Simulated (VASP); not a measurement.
# AgRh (P-6m2) in VASP: a series of runs

AgRh is run at these levels: PBE; tasks: single point.

All numbers are computed with VASP 6.6.1; they aren't measurements. Logs are shortened: lines on timing, memory, paths and dates and some standing lists are left out, and cuts for length are marked.

## (1) The cell of the first run

Symmetry: P-6m2, No. 187, hexagonal system. Conventional cell: a = 2.778 Å, b = 2.778 Å, c = 4.809 Å, α = 90.00°, β = 90.00°, γ = 120.00°. Ag (site symmetry -6m2) has 6 Ag at 2.78 Å and 6 Rh at 2.89 Å within 3.7 Å. Within 3.7 Å of Rh (site symmetry -6m2) lie 6 Rh at 2.78 Å and 6 Ag at 2.89 Å.

## (2) Single point, PBE, collinear spin, ferromagnetic start

File INCAR:

```
SYSTEM = AgRh
  PREC = Accurate
  ENCUT = 520
  EDIFF = 1E-6
  ISMEAR = 0
  SIGMA = 0.1
  LREAL = .False.
  LASPH = .True.
  NELM = 150
  ALGO = Normal
  ISIF = 2
  LWAVE = .False.
  LCHARG = .True.
  ISPIN = 2
  MAGMOM = 0 0.82
  LORBIT = 11
  LMAXMIX = 4
  GGA = PE
  LELF = .True.
  LVHAR = .True.
  NBANDS = 24
```

File KPOINTS:

```
regular mesh
0
Gamma
  18 18 10
  0 0 0
```

File POSCAR:

```
AgRh
1.0
    2.7775881998      0.0000000000      0.0000000000
   -1.3887940999      2.4054619423      0.0000000000
    0.0000000000      0.0000000000      4.8086020000
Ag Rh
1 1
Direct
    0.0000000000      0.0000000000      0.5000000000
    0.6666666700      0.3333333300      0.0000000000
```

Potentials or basis: VASP PAW PBE potentials, release 64 (Ag, Rh_pv).

Run with:

```bash
> cat potpaw_PBE.64/Ag/POTCAR potpaw_PBE.64/Rh_pv/POTCAR > POTCAR
> mpirun -np 1 vasp_std > vasp.out
```

OUTCAR:

```text
SYSTEM = AgRh
   PREC = Accurate
   ENCUT = 520
   EDIFF = 1E-6
   ISMEAR = 0
   LREAL = .False.
   LASPH = .True.
   NELM = 150
   ISIF = 2
   ISPIN = 2
   LORBIT = 11
   GGA = PE

 ion  position               nearest neighbor table
   1  0.000  0.000  0.500-   2 2.89   2 2.89   2 2.89   2 2.89   2 2.89   2 2.89
   2  0.667  0.333  0.000-   1 2.89   1 2.89   1 2.89   1 2.89   1 2.89   1 2.89

  LATTYP: Found a hexagonal cell.
 ALAT       =     2.7775881998
 C/A-ratio  =     1.7312148721

  Lattice vectors:

 A1 = (   2.7775881998,   0.0000000000,   0.0000000000)
 A2 = (  -1.3887940999,   2.4054619423,   0.0000000000)
 A3 = (   0.0000000000,   0.0000000000,   4.8086020000)

Analysis of symmetry for initial positions (statically):
=====================================================================
 Subroutine PRICEL returns:
 Original cell was already a primitive cell.

 Routine SETGRP: Setting up the symmetry group for a
 hexagonal supercell.

 Subroutine GETGRP returns: Found 12 space group operations
 (whereof 12 operations were pure point group operations)
 out of a pool of 24 trial point group operations.

The static configuration has the point symmetry D_3h.

Analysis of symmetry for dynamics (positions and initial velocities):
=====================================================================
 Subroutine PRICEL returns:
 Original cell was already a primitive cell.

 Routine SETGRP: Setting up the symmetry group for a
 hexagonal supercell.

 Subroutine GETGRP returns: Found 12 space group operations
 (whereof 12 operations were pure point group operations)
 out of a pool of 24 trial point group operations.

The dynamic configuration has the point symmetry D_3h.

Analysis of structural, dynamic, and magnetic symmetry:
=====================================================================
 Subroutine PRICEL returns:
 Original cell was already a primitive cell.

 Routine SETGRP: Setting up the symmetry group for a
 hexagonal supercell.

 Subroutine GETGRP returns: Found 12 space group operations
 (whereof 12 operations were pure point group operations)
 out of a pool of 24 trial point group operations.

The overall configuration has the point symmetry D_3h.

 Subroutine INISYM returns: Found 12 space group operations
 (whereof 12 operations are pure point group operations),
 and found     1 'primitive' translations

----------------------------------------------------------------------------------------

                                     Primitive cell

  volume of cell :      32.1281

  direct lattice vectors                    reciprocal lattice vectors
     2.777588200  0.000000000  0.000000000     0.360024571  0.207860283  0.000000000
    -1.388794100  2.405461942  0.000000000     0.000000000  0.415720566  0.000000000
     0.000000000  0.000000000  4.808602000     0.000000000  0.000000000  0.207960651

  length of vectors
     2.777588200  2.777588200  4.808602000     0.415720566  0.415720566  0.207960651

  position of ions in fractional coordinates (direct lattice)
     0.000000000  0.000000000  0.500000000
     0.666666670  0.333333330  0.000000000

  ion indices of the primitive-cell ions
   primitive index   ion index
                 1           1
                 2           2

----------------------------------------------------------------------------------------

 KPOINTS: regular mesh

Automatic generation of k-mesh.
 Grid dimensions read from file:
 generate k-points for:   18   18   10

 Generating k-lattice:

  Cartesian coordinates                     Fractional coordinates (reciprocal lattice)
     0.020001365  0.011547793  0.000000000     0.055555556  0.000000000  0.000000000
     0.000000000  0.023095587  0.000000000     0.000000000  0.055555556  0.000000000
     0.000000000  0.000000000  0.020796065     0.000000000  0.000000000  0.100000000

  Length of vectors
     0.023095587  0.023095587  0.020796065

  Shift w.r.t. Gamma in fractional coordinates (k-lattice)
     0.000000000  0.000000000  0.000000000

 Subroutine IBZKPT returns following result:
 ===========================================

 Found    222 irreducible k-points:

 Following reciprocal coordinates:
            Coordinates               Weight
  0.000000  0.000000  0.000000      1.000000
  0.055556 -0.000000  0.000000      6.000000
  0.111111 -0.000000  0.000000      6.000000
  0.166667  0.000000  0.000000      6.000000
  0.222222 -0.000000  0.000000      6.000000
  0.277778  0.000000  0.000000      6.000000
[... 16 lines left out ...]
  0.333333  0.111111  0.000000     12.000000
  0.388889  0.111111  0.000000     12.000000
 [... further k-points ...]
   k-points           NKPTS =    222   k-points in BZ     NKDIM =    222   number of bands    NBANDS=     24
   number of dos      NEDOS =    301   number of ions     NIONS =      2
   total plane-waves  NPLWV =  20736
   dimension x,y,z NGX =    24 NGY =   24 NGZ =   36
   dimension x,y,z NGXF=    48 NGYF=   48 NGZF=   72
   ions per type =               1   1
   NGX,Y,Z   is equivalent  to a cutoff of  14.36, 14.36, 12.45 a.u.
   NGXF,Y,Z  is equivalent  to a cutoff of  28.73, 28.73, 24.89 a.u.
 SYSTEM =  AgRh
   PREC   = accura    normal or accurate (medium, high low for compatibility)
   ISTART =      0    job   : 0-new  1-cont  2-samecut
   ICHARG =      2    charge: 1-file 2-atom 10-const
   ISPIN  =      2    spin polarized calculation?
   LNONCOLLINEAR =      F non collinear calculations
   LSORBIT =      F    spin-orbit coupling
   LASPH  =      T    aspherical Exc in radial PAW
   ENCUT  =  520.0 eV  38.22 Ry    6.18 a.u.   5.16  5.16  8.94*2*pi/ulx,y,z
   NELM   =    150;   NELMIN=  2; NELMDL= -5     # of ELM steps
   EDIFF  = 0.1E-05   stopping-criterion for ELM
   LREAL  =      F    real-space projection
   EDIFFG = 0.1E-04   stopping-criterion for IOM
   NSW    =      0    number of steps for IOM
   IBRION =     -1    ionic relax: 0-MD 1-quasi-New 2-CG
   NFREE  =      0    steps in history (QN), initial steepest desc. (CG)
   ISIF   =      2    stress and relaxation
   ISYM   =      2    0-nonsym 1-usesym 2-fastsym
   POTIM  = 0.5000    time-step for ionic-motion
   TEBEG  =    0.0;   TEEND  =   0.0 temperature during run
   PSTRESS=    0.0 pullay stress
   NELECT =      26.0000    total number of electrons
   NUPDOWN=      -1.0000    fix difference up-down
   EMIN   =  10.00;   EMAX   =-10.00  energy-range for DOS
   EFERMI =   0.00;   METHOD = LEGACY
   ISMEAR =     0;   SIGMA  =   0.10  broadening in eV -4-tet -1-fermi 0-gaus
   EFERMI_NEDOS =   21; number of points for ismear=-14 and -15
   IALGO  =     38    algorithm
   IMIX   =      4    mixing-type and parameters
     AMIX     =   0.40;   BMIX     =  1.00
     AMIX_MAG =   1.60;   BMIX_MAG =  1.00
  volume/ion in A,a.u.               =      16.06       108.41
  Fermi-wavevector in a.u.,A,eV,Ry     =   1.525589  2.882945 31.666497  2.327422
  Thomas-Fermi vector in A             =   2.633739
   LORBIT       =     11    0 simple, 1 ext, 2 COOP (PROOUT), +10 PAW based schemes
   GGA     = PE    functional components
   LHFCALC =     F    Hartree Fock is set to
   AEXX    =    0.0000 exact exchange contribution
   IVDW    =     0    specifies the selected vdW correction
   LEPSILON=     F    determine dielectric tensor
   LRPA    =     F    only Hartree local field effects (RPA)
 spin polarized calculation
 Gauss-broadening in eV      SIGMA  =   0.10
  energy-cutoff  :      520.00
  volume of cell :       32.13
 maximum number of plane-waves:       880
 NGX is ok and might be reduce to    24
   NGX = 11   NGY = 11   NGZ = 17

 number of electron      25.9999997 magnetization       0.5001714

 Free energy of the ion-electron system (eV)
  ---------------------------------------------------
  ext. energy  EPLUGINS =         0.00000000
  ---------------------------------------------------
  free energy    TOTEN  =        -9.44941270 eV

  energy without entropy =       -9.43650541  energy(sigma->0) =       -9.44295906

 E-fermi :   8.8994     XC(G=0): -12.7889

 val. band max:        8.8990587837   @ k =   0.3889   0.0000   0.2000
 cond. band min:       8.9016688805   @ k =   0.2222   0.1111   0.2000
 fundamental gap:      0.0026100967
 Fermi energy:         8.8993809930

 spin component 1

 k-point     1 :       0.0000    0.0000    0.0000
  band No.  band energies     occupation
      1     -37.0193      1.00000
      2     -36.9997      1.00000
      3     -36.9997      1.00000
      4       1.6706      1.00000
      5       3.0984      1.00000
      6       4.5713      1.00000
[... 16 lines left out ...]
     23      32.2598      0.00000
     24      32.2598      0.00000

 k-point     2 :       0.0556   -0.0000    0.0000
  band No.  band energies     occupation
      1     -37.0177      1.00000
      2     -37.0119      1.00000
      3     -37.0026      1.00000
      4       1.7688      1.00000
      5       3.1580      1.00000
      6       4.5304      1.00000
[... 586 lines left out ...]
 k-point    24 :       0.3889    0.1111    0.0000
  band No.  band energies     occupation
      1     -37.3706      1.00000
      2     -37.1222      1.00000
      3     -36.9657      1.00000
      4       3.1376      1.00000
      5       3.6435      1.00000
      6       4.2797      1.00000
[... 16 lines left out ...]
     23      30.2759      0.00000
     24      31.0312      0.00000

 [... further k-points ...]

 spin component 2

 k-point     1 :       0.0000    0.0000    0.0000
  band No.  band energies     occupation
      1     -36.6482      1.00000
      2     -36.6482      1.00000
      3     -36.5644      1.00000
      4       1.6865      1.00000
      5       3.1253      1.00000
      6       4.5809      1.00000
[... 16 lines left out ...]
     23      32.3059      0.00000
     24      32.3059      0.00000

 k-point     2 :       0.0556   -0.0000    0.0000
  band No.  band energies     occupation
      1     -36.6606      1.00000
      2     -36.6512      1.00000
      3     -36.5627      1.00000
      4       1.7850      1.00000
      5       3.1842      1.00000
      6       4.5410      1.00000
[... 586 lines left out ...]
 k-point    24 :       0.3889    0.1111    0.0000
  band No.  band energies     occupation
      1     -37.0239      1.00000
      2     -36.7722      1.00000
      3     -36.5099      1.00000
      4       3.1507      1.00000
      5       3.6984      1.00000
      6       4.3705      1.00000
[... 16 lines left out ...]
     23      30.8505      0.00000
     24      31.0761      0.00000

 [... further k-points ...]
[... 5 lines left out ...]
  --------------------------------------------------------------------------------------
  -------------------------------------------------------------------------------------
  Total       -0.3886903     -0.3886903     -0.4722821      0.0000000     -0.0000000     -0.0000000
  in kB      -19.3833639    -19.3833639    -23.5519484      0.0000000     -0.0000000     -0.0000000
  external PRESSURE =     -20.7728921 kB  Pullay stress =       0.0000000 kB

 VOLUME and BASIS-vectors are now :
 -----------------------------------------------------------------------------
  energy-cutoff  :      520.00
  volume of cell :       32.13
      direct lattice vectors                 reciprocal lattice vectors
     2.777588200  0.000000000  0.000000000     0.360024571  0.207860283  0.000000000
    -1.388794100  2.405461942  0.000000000     0.000000000  0.415720566  0.000000000
     0.000000000  0.000000000  4.808602000     0.000000000  0.000000000  0.207960651

 POSITION                                       TOTAL-FORCE (eV/Angst)
 -----------------------------------------------------------------------------------
      0.00000      0.00000      2.40430         0.000000      0.000000      0.000000
      1.38879      0.80182      0.00000        -0.000000      0.000000      0.000000
 -----------------------------------------------------------------------------------
    total drift:                               -0.000015      0.000009      0.000000

  FREE ENERGIE OF THE ION-ELECTRON SYSTEM (eV)
  ---------------------------------------------------
  free  energy   TOTEN  =        -9.4494126969 eV

  energy  without entropy=       -9.4365054138  energy(sigma->0) =       -9.44295906

 total charge

# of ion       s       p       d       tot
------------------------------------------
    1        0.427   0.348   9.155   9.929
    2        0.349   6.185   7.085  13.619
--------------------------------------------------
tot          0.776   6.532  16.240  23.548

 magnetization (x)

# of ion       s       p       d       tot
------------------------------------------
    1       -0.003  -0.008   0.024   0.014
    2        0.001   0.000   0.488   0.489
--------------------------------------------------
tot         -0.002  -0.007   0.513   0.503
```

Wall time 93 s (1 thread of Intel Xeon 6975P-C (Granite Rapids), shared host); peak memory 0.36 GiB.

Results:

- Free energy: -9.4494 eV
- Pressure: -2.1 GPa
- Net moment: 0.50 μB per cell
- Site moments: Ag +0.01; Rh +0.49 μB
- Valence electrons inside the program's atomic spheres: Ag 9.93; Rh 13.62

Stress tensor (GPa, compression positive):
```
-1.94  0.00  0.00
 0.00 -1.94  0.00
 0.00  0.00 -2.36
```

## (3) Single point, PBE, collinear spin, ferromagnetic start

File INCAR:

```
  PREC = Accurate
  ENCUT = 520
  EDIFF = 1E-6
  ISMEAR = 0
  SIGMA = 0.1
  LREAL = F
  LASPH = T
  NELM = 150
  ALGO = Normal
  ISIF = 2
  LWAVE = F
  LCHARG = F
  ISPIN = 2
  MAGMOM = 0 0.5
  LORBIT = 11
  LMAXMIX = 4
  GGA = PE
  NBANDS = 24
```

File KPOINTS:

```
Automatic mesh
0
Gamma
  18 18 10
```

POSCAR: that of step 2 with these lines changed.

```diff
@@ -9,2 +9,2 @@
     0.0000000000      0.0000000000      0.5000000000
-    0.6666666700      0.3333333300      0.0000000000
+    0.6666666667      0.3333333333      0.0000000000
```

Potentials or basis: VASP PAW PBE potentials, release 64 (Ag, Rh_pv).

Run with:

```bash
> cat potpaw_PBE.64/Ag/POTCAR potpaw_PBE.64/Rh_pv/POTCAR > POTCAR
> mpirun -np 1 vasp_std > vasp.out
```

OUTCAR:

```text
PREC = Accurate
   ENCUT = 520
   EDIFF = 1E-6
   ISMEAR = 0
   LREAL = F
   LASPH = T
   NELM = 150
   ISIF = 2
   ISPIN = 2
   LORBIT = 11
   GGA = PE

 ion  position               nearest neighbor table
   1  0.000  0.000  0.500-   2 2.89   2 2.89   2 2.89   2 2.89   2 2.89   2 2.89
   2  0.667  0.333  0.000-   1 2.89   1 2.89   1 2.89   1 2.89   1 2.89   1 2.89

  LATTYP: Found a hexagonal cell.
 ALAT       =     2.7775881998
 C/A-ratio  =     1.7312148721

  Lattice vectors:
[... 1512 lines left out ...]
  in kB      -18.9594059    -18.9594059    -23.7125323      0.0000000      0.0000000      0.0000000
  external PRESSURE =     -20.5437813 kB  Pullay stress =       0.0000000 kB

 VOLUME and BASIS-vectors are now :
 -----------------------------------------------------------------------------
  energy-cutoff  :      520.00
  volume of cell :       32.13
      direct lattice vectors                 reciprocal lattice vectors
     2.777588200  0.000000000  0.000000000     0.360024571  0.207860283  0.000000000
    -1.388794100  2.405461942  0.000000000     0.000000000  0.415720566  0.000000000
     0.000000000  0.000000000  4.808602000     0.000000000  0.000000000  0.207960651

 POSITION                                       TOTAL-FORCE (eV/Angst)
 -----------------------------------------------------------------------------------
      0.00000      0.00000      2.40430         0.000000     -0.000000      0.000000
      1.38879      0.80182      0.00000        -0.000000      0.000000      0.000000
 -----------------------------------------------------------------------------------
    total drift:                               -0.000000      0.000000      0.000000

  FREE ENERGIE OF THE ION-ELECTRON SYSTEM (eV)
  ---------------------------------------------------
  free  energy   TOTEN  =        -9.4494123304 eV

  energy  without entropy=       -9.4365107262  energy(sigma->0) =       -9.44296153

 total charge

# of ion       s       p       d       tot
------------------------------------------
    1        0.427   0.348   9.155   9.929
    2        0.349   6.185   7.085  13.619
--------------------------------------------------
tot          0.776   6.532  16.240  23.548

 magnetization (x)

# of ion       s       p       d       tot
------------------------------------------
    1       -0.003  -0.008   0.024   0.014
    2        0.001   0.000   0.489   0.490
--------------------------------------------------
tot         -0.002  -0.007   0.514   0.504
```

stdout:

```text
POSCAR found type information on POSCAR AgRh
 POSCAR found :  2 types and       2 ions
 scaLAPACK will be used
 LDA part: xc-table for (Slater+PW92), standard interpolation
 POSCAR, INCAR and KPOINTS ok, starting setup
 FFT: planning ... GRIDC
 FFT: planning ... GRID_SOFT
 FFT: planning ... GRID
 WAVECAR not read
 entering main loop
```

Run time: 91 s. Hardware: 1 thread of Intel Xeon 6975P-C (Granite Rapids), shared host; peak memory 0.36 GiB.

Results:

```yaml
Free_energy: -9.4494 eV
Pressure: -2.1 GPa
Net_moment: 0.50 μB per cell
Site_moments: Ag +0.01; Rh +0.49 μB
Valence_electrons_inside_the_program's_atomic_spheres: Ag 9.93; Rh 13.62
```

Levels at points of the mesh, in eV from the Fermi level:
Spin up:
```
           k point  band 10  band 11  band 12  band 13  band 14  band 15  band 16  band 17
(0.00, 0.00, 0.00)    -3.17    -2.00    -2.00    -0.17    -0.17     0.11     5.20    16.58
(0.50, 0.00, 0.00)    -2.27    -1.74    -0.38     0.88     1.76     3.88     8.33     8.57
(0.00, 0.00, 0.50)    -3.26    -2.63    -1.80    -1.80    -0.21    -0.21    11.46    12.42
(0.50, 0.00, 0.50)    -1.89    -0.87    -0.36     0.88     1.66     2.39     6.39     7.76
```
Spin down:
| k point | band 10 | band 11 | band 12 | band 13 | band 14 | band 15 | band 16 | band 17 |
| --- | --- | --- | --- | --- | --- | --- | --- | --- |
| (0.00, 0.00, 0.00) | -3.13 | -1.73 | -1.73 | 0.13 | 0.30 | 0.30 | 5.34 | 16.56 |
| (0.50, 0.00, 0.00) | -2.26 | -1.56 | 0.05 | 1.19 | 1.81 | 4.00 | 8.37 | 8.64 |
| (0.00, 0.00, 0.50) | -3.21 | -2.41 | -1.55 | -1.55 | 0.27 | 0.27 | 11.51 | 12.49 |
| (0.50, 0.00, 0.50) | -1.71 | -0.42 | -0.11 | 1.19 | 1.68 | 2.44 | 6.46 | 7.92 |
